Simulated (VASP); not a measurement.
Input of a VASP 6.6.1 run:

The input INCAR:

```
SYSTEM = TaV
ALGO = Normal
EDIFF = 1E-6
ENCUT = 520
GGA = PE
ISIF = 2
ISMEAR = 0
ISPIN = 2
LASPH = .True.
LCHARG = .False.
LMAXMIX = 4
LORBIT = 11
LREAL = .False.
LWAVE = .False.
MAGMOM = 0 0.48
NBANDS = 23
NELM = 150
PREC = Accurate
SIGMA = 0.1
```

File KPOINTS:

```
k-points
0
Gamma
  6 6 6
  0 0 0
```

Contents of POSCAR:

```
TaV
1.0
    3.1717163838      0.0000000000      0.0000000000
    0.0000000000      3.1717163838      0.0000000000
    0.0000000000      0.0000000000      3.1717163838
Ta V
1 1
Direct
    0.0000000000      0.0000000000      0.0000000000
    0.5000000000      0.5000000000      0.5000000000
```

Potentials or basis: VASP PAW PBE potentials, release 64 (Ta_pv, V_sv).

The run is started by

```console
$ cat potpaw_PBE.64/Ta_pv/POTCAR potpaw_PBE.64/V_sv/POTCAR > POTCAR
$ mpirun -np 1 vasp_std > vasp.out
```

(1) Estimate the pressure.

(2) Estimate the net moment.

(3) Predict the site moments.

Results:

(1) 0.1 GPa.

(2) 0.61 μB per cell.

(3) Ta +0.08; V +0.40 μB.
